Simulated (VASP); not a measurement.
# Cd (Fm-3m) in VASP: notebook

The runs below take Cd through single point, relaxation of cell and atoms, with PBEsol+D3(BJ).

Everything below comes from runs of VASP 6.6.1. Logs are shortened: lines on timing, memory, paths and dates and some standing lists are left out, and cuts for length are marked.

**1. The cell of the first run**

The structure is cubic, space group Fm-3m (No. 225). The conventional cell has a = 4.300 Å, b = 4.300 Å, c = 4.300 Å, α = 90.00°, β = 90.00°, γ = 90.00°. Within 4.0 Å of Cd (site symmetry m-3m) lie 12 Cd at 3.04 Å.

**2. Single point, PBEsol+D3(BJ)**

File INCAR:

```
SYSTEM = Cd
PREC     = Accurate       ! precision mode
ENCUT    = 520            ! plane-wave cutoff, eV
EDIFF    = 1E-6           ! SCF threshold, eV
ISMEAR   = -1             ! smearing method
SIGMA    = 0.1            ! smearing width, eV
LREAL    = .FALSE.        ! projectors in reciprocal space
LASPH    = .TRUE.         ! aspherical terms in the spheres
NELM     = 100            ! most SCF steps
ALGO     = Normal         ! electronic algorithm
ISIF     = 2              ! what is computed and relaxed
LWAVE    = .FALSE.        ! write WAVECAR
LCHARG   = .FALSE.        ! write CHGCAR
GGA      = PS             ! functional
IVDW     = 12             ! dispersion correction
NBANDS   = 12             ! bands
```

File KPOINTS:

```
Automatic mesh
0
G
  9 9 9
  0 0 0
```

File POSCAR:

```
Cd
1.0
    0.0000000000      2.1498204611      2.1498204611
    2.1498204611      0.0000000000      2.1498204611
    2.1498204611      2.1498204611      0.0000000000
Cd
1
Direct
    0.0000000000      0.0000000000      0.0000000000
```

Potentials or basis: VASP PAW PBE potentials, release 64 (Cd).

Started as:

```bash
$ cat potpaw_PBE.64/Cd/POTCAR > POTCAR
$ mpirun -np 1 vasp_std > vasp.out
```

OUTCAR:

```text
SYSTEM = Cd
   PREC = Accurate
   ENCUT = 520
   EDIFF = 1E-6
   ISMEAR = -1
   LREAL = .FALSE.
   LASPH = .TRUE.
   NELM = 100
   ISIF = 2
   GGA = PS
   IVDW = 12
 IVDW          = 12

 ion  position               nearest neighbor table
   1  0.000  0.000  0.000-

  LATTYP: Found a face centered cubic cell.
 ALAT       =     4.2996409222

  Lattice vectors:

 A1 = (   0.0000000000,   2.1498204611,   2.1498204611)
 A2 = (   2.1498204611,   0.0000000000,   2.1498204611)
 A3 = (   2.1498204611,   2.1498204611,   0.0000000000)

Analysis of symmetry for initial positions (statically):
=====================================================================
 Subroutine PRICEL returns:
 Original cell was already a primitive cell.

 Routine SETGRP: Setting up the symmetry group for a
 face centered cubic supercell.

 Subroutine GETGRP returns: Found 48 space group operations
 (whereof 48 operations were pure point group operations)
 out of a pool of 48 trial point group operations.

The static configuration has the point symmetry O_h .

Analysis of symmetry for dynamics (positions and initial velocities):
=====================================================================
 Subroutine PRICEL returns:
 Original cell was already a primitive cell.

 Routine SETGRP: Setting up the symmetry group for a
 face centered cubic supercell.

 Subroutine GETGRP returns: Found 48 space group operations
 (whereof 48 operations were pure point group operations)
 out of a pool of 48 trial point group operations.

The dynamic configuration has the point symmetry O_h .

 Subroutine INISYM returns: Found 48 space group operations
 (whereof 48 operations are pure point group operations),
 and found     1 'primitive' translations

----------------------------------------------------------------------------------------

                                     Primitive cell

  volume of cell :      19.8718

  direct lattice vectors                    reciprocal lattice vectors
     0.000000000  2.149820461  2.149820461    -0.232577561  0.232577561  0.232577561
     2.149820461  0.000000000  2.149820461     0.232577561 -0.232577561  0.232577561
     2.149820461  2.149820461  0.000000000     0.232577561  0.232577561 -0.232577561

  length of vectors
     3.040305253  3.040305253  3.040305253     0.402836153  0.402836153  0.402836153

  position of ions in fractional coordinates (direct lattice)
     0.000000000  0.000000000  0.000000000

[... 81 lines left out ...]
   ISIF   =      2    stress and relaxation
   ISYM   =      2    0-nonsym 1-usesym 2-fastsym
   POTIM  = 0.5000    time-step for ionic-motion
   TEBEG  =    0.0;   TEEND  =   0.0 temperature during run
   PSTRESS=    0.0 pullay stress
   NELECT =      12.0000    total number of electrons
   NUPDOWN=      -1.0000    fix difference up-down
   EMIN   =  10.00;   EMAX   =-10.00  energy-range for DOS
   EFERMI =   0.00;   METHOD = LEGACY
   ISMEAR =    -1;   SIGMA  =   0.10  broadening in eV -4-tet -1-fermi 0-gaus
   EFERMI_NEDOS =   21; number of points for ismear=-14 and -15
   IALGO  =     38    algorithm
   IMIX   =      4    mixing-type and parameters
     AMIX     =   0.40;   BMIX     =  1.00
     AMIX_MAG =   1.60;   BMIX_MAG =  1.00
  volume/ion in A,a.u.               =      19.87       134.10
  Fermi-wavevector in a.u.,A,eV,Ry     =   1.383746  2.614901 26.051797  1.914753
  Thomas-Fermi vector in A             =   2.508315
   LORBIT       =      0    0 simple, 1 ext, 2 COOP (PROOUT), +10 PAW based schemes
   GGA     = PS    functional components
   LHFCALC =     F    Hartree Fock is set to
   AEXX    =    0.0000 exact exchange contribution
   IVDW    =    12    specifies the selected vdW correction
   LEPSILON=     F    determine dielectric tensor
   LRPA    =     F    only Hartree local field effects (RPA)
 non-spin polarized calculation
  energy-cutoff  :      520.00
  volume of cell :       19.87
 maximum number of plane-waves:       545
   NGX = 11   NGY = 11   NGZ = 11

 number of electron      11.9999994 magnetization

 Free energy of the ion-electron system (eV)
  ---------------------------------------------------
  ext. energy  EPLUGINS =         0.00000000
  ---------------------------------------------------
  free energy    TOTEN  =        -1.16954466 eV

  energy without entropy =       -1.15902411  energy(sigma->0) =       -1.16428438

 E-fermi :   3.3326     XC(G=0): -11.6714

 val. band max:        3.2760427625   @ k =   0.4444   0.0000   0.0000
 cond. band min:       3.5232513868   @ k =  -0.3333   0.4444   0.2222
 fundamental gap:      0.2472086242
 Fermi energy:         3.3326074264

 k-point     1 :       0.0000    0.0000    0.0000
  band No.  band energies     occupation
      1      -6.1861      2.00000
      2      -5.9797      2.00000
      3      -5.9797      2.00000
      4      -5.9797      2.00000
      5      -5.4173      2.00000
      6      -5.4173      2.00000
      7      17.5845      0.00000
      8      19.2231      0.00000
      9      19.2231      0.00000
     10      19.2231      0.00000
     11      22.8049      0.00000
     12      22.8049      0.00000
[... 331 lines left out ...]
 k-point    24 :       0.4444    0.4444    0.0000
  band No.  band energies     occupation
      1      -6.7526      2.00000
      2      -6.6792      2.00000
      3      -5.0012      2.00000
      4      -4.8875      2.00000
      5      -4.8875      2.00000
      6       1.2823      2.00000
      7       6.2963      0.00000
      8      10.6184      0.00000
      9      10.6184      0.00000
     10      15.1492      0.00000
     11      15.3395      0.00000
     12      31.2806      0.00000

 [... further k-points ...]

------------------------ aborting loop because EDIFF is reached ----------------------------------------

 Edisp (eV)   -0.45206

 E8    (eV) :    -0.3027

  FORCE on cell =-STRESS in cart. coord.  units (eV):
  Direction    XX          YY          ZZ          XY          YZ          ZX
  --------------------------------------------------------------------------------------
  -------------------------------------------------------------------------------------
  Total       0.05815     0.05815     0.05815    -0.00000    -0.00000     0.00000
  in kB       4.68858     4.68858     4.68858    -0.00000    -0.00000     0.00000
  external pressure =        4.69 kB  Pullay stress =        0.00 kB

 VOLUME and BASIS-vectors are now :
 -----------------------------------------------------------------------------
  energy-cutoff  :      520.00
  volume of cell :       19.87
      direct lattice vectors                 reciprocal lattice vectors
     0.000000000  2.149820461  2.149820461    -0.232577561  0.232577561  0.232577561
     2.149820461  0.000000000  2.149820461     0.232577561 -0.232577561  0.232577561
     2.149820461  2.149820461  0.000000000     0.232577561  0.232577561 -0.232577561

 POSITION                                       TOTAL-FORCE (eV/Angst)
 -----------------------------------------------------------------------------------
      0.00000      0.00000      0.00000         0.000000      0.000000      0.000000
 -----------------------------------------------------------------------------------
    total drift:                               -0.000000      0.000000     -0.000000

  FREE ENERGIE OF THE ION-ELECTRON SYSTEM (eV)
  ---------------------------------------------------
  free  energy   TOTEN  =        -1.6216076192 eV

  energy  without entropy=       -1.6110870648  energy(sigma->0) =       -1.61634734
```

OSZICAR:

```text
N       E                     dE             d eps       ncg     rms          rms(c)
DAV:   1     0.740918008657E+02    0.74092E+02   -0.71864E+03   872   0.103E+03
DAV:   2     0.685203954722E-01   -0.74023E+02   -0.70093E+02   900   0.245E+02
DAV:   3    -0.126460764402E+01   -0.13331E+01   -0.13325E+01   984   0.366E+01
DAV:   4    -0.126616926234E+01   -0.15616E-02   -0.15616E-02   944   0.126E+00
DAV:   5    -0.126617267533E+01   -0.34130E-05   -0.34131E-05  1000   0.588E-02    0.389E+00
DAV:   6    -0.117741321164E+01    0.88759E-01   -0.22982E-01   992   0.632E+00    0.299E+00
DAV:   7    -0.117058158065E+01    0.68316E-02   -0.15824E-02  1004   0.137E+00    0.154E+00
DAV:   8    -0.116953059126E+01    0.10510E-02   -0.15828E-03   908   0.559E-01    0.693E-02
DAV:   9    -0.116953861116E+01   -0.80199E-05   -0.42813E-06  1016   0.159E-02    0.190E-02
DAV:  10    -0.116954469228E+01   -0.60811E-05   -0.36802E-06   936   0.230E-02    0.233E-03
DAV:  11    -0.116954466135E+01    0.30934E-07   -0.55862E-08   496   0.293E-03
   1 F= -.16216076E+01 E0= -.16163473E+01  d E =-.105206E-01
```

stdout:

```text
POSCAR found type information on POSCAR Cd
 POSCAR found :  1 types and       1 ions
 scaLAPACK will be used
 -----------------------------------------------------------------------------
|                                                                             |
|                                                                             |
|     You enforced a specific xc type in the INCAR file but a different       |
|     I HOPE YOU KNOW WHAT YOU ARE DOING!                                     |
|                                                                             |
 -----------------------------------------------------------------------------

 LDA part: xc-table for (Slater+PW92), standard interpolation
 POSCAR, INCAR and KPOINTS ok, starting setup
 FFT: planning ... GRIDC
 FFT: planning ... GRID_SOFT
 FFT: planning ... GRID
 WAVECAR not read
 entering main loop
```

Wall time 3 s (1 thread of Intel Xeon 6975P-C (Granite Rapids), shared host); peak memory 0.14 GiB.

What came out:

* Free energy: -1.6216 eV
* Pressure: 0.5 GPa
* Band gap on the k mesh: zero (band 6 reaches 4.03 eV, above the bottom of band 7 at 2.56 eV)
* Dispersion energy per atom: -0.452 eV

Caveat: the PAW data sets were made with another functional, which shifts forces and pressure a little; pairwise dispersion overbinds metals, which lowers pressure and volume.

**3. Relaxation of cell and atoms, PBEsol+D3(BJ)**

File INCAR:

```
SYSTEM = Cd
PREC     = Accurate       ! precision mode
ENCUT    = 600            ! plane-wave cutoff, eV
EDIFF    = 1E-6           ! SCF threshold, eV
ISMEAR   = -1             ! smearing method
SIGMA    = 0.1            ! smearing width, eV
LREAL    = .False.        ! projectors in reciprocal space
LASPH    = .True.         ! aspherical terms in the spheres
NELM     = 80             ! most SCF steps
ALGO     = Normal         ! electronic algorithm
ISIF     = 3              ! what is computed and relaxed
LWAVE    = .False.        ! write WAVECAR
LCHARG   = .False.        ! write CHGCAR
GGA      = PS             ! functional
IVDW     = 12             ! dispersion correction
IBRION   = 2              ! ionic algorithm
NSW      = 60             ! ionic steps
EDIFFG   = -0.03          ! ionic threshold
```

File KPOINTS:

```
regular mesh
0
Gamma
  9 9 9
  0 0 0
```

POSCAR is that of step 2.

Potentials or basis: VASP PAW PBE potentials, release 64 (Cd).

Started as:

```bash
$ cat potpaw_PBE.64/Cd/POTCAR > POTCAR
$ mpirun -np 1 vasp_std > vasp.out
```

Wall time 3.9 s (1 thread of Intel Xeon 6975P-C (Granite Rapids), shared host); peak memory 0.15 GiB.

It converged, with:

```
Free energy                            : -1.6216 eV
Relaxed volume                         : 19.99 Å³/atom
Relaxed cell                           : a = 3.047 Å, b = 3.047 Å, c = 3.047 Å, α = 60.00°, β = 60.00°, γ = 60.00°
Space group after relaxing (to 0.05 Å) : Fm-3m (No. 225)
Energy gained by relaxing              : 0.1 meV/atom
Ionic steps                            : 2
Pressure after relaxing                : -0.1 GPa
Band gap on the k mesh                 : zero (band 6 reaches 3.98 eV, above the bottom of band 7 at 2.51 eV)
Dispersion energy per atom             : -0.449 eV
```

Final structure:
```xyz
1
Lattice="0.0000 2.1542 2.1542 2.1542 0.0000 2.1542 2.1542 2.1542 0.0000" Properties=species:S:1:pos:R:3 pbc="T T T"
Cd    2.1542    2.1542    0.0000
```

Levels at points of the mesh, in eV from the Fermi level:
| k point | band 3 | band 4 | band 5 | band 6 | band 7 | band 8 | band 9 | band 10 |
| --- | --- | --- | --- | --- | --- | --- | --- | --- |
| (0.00, 0.00, 0.00) | -9.29 | -9.29 | -8.73 | -8.73 | 14.24 | 15.83 | 15.83 | 15.83 |

Caveat: the PAW data sets were made with another functional, which shifts forces and pressure a little; pairwise dispersion overbinds metals, which lowers pressure and volume.
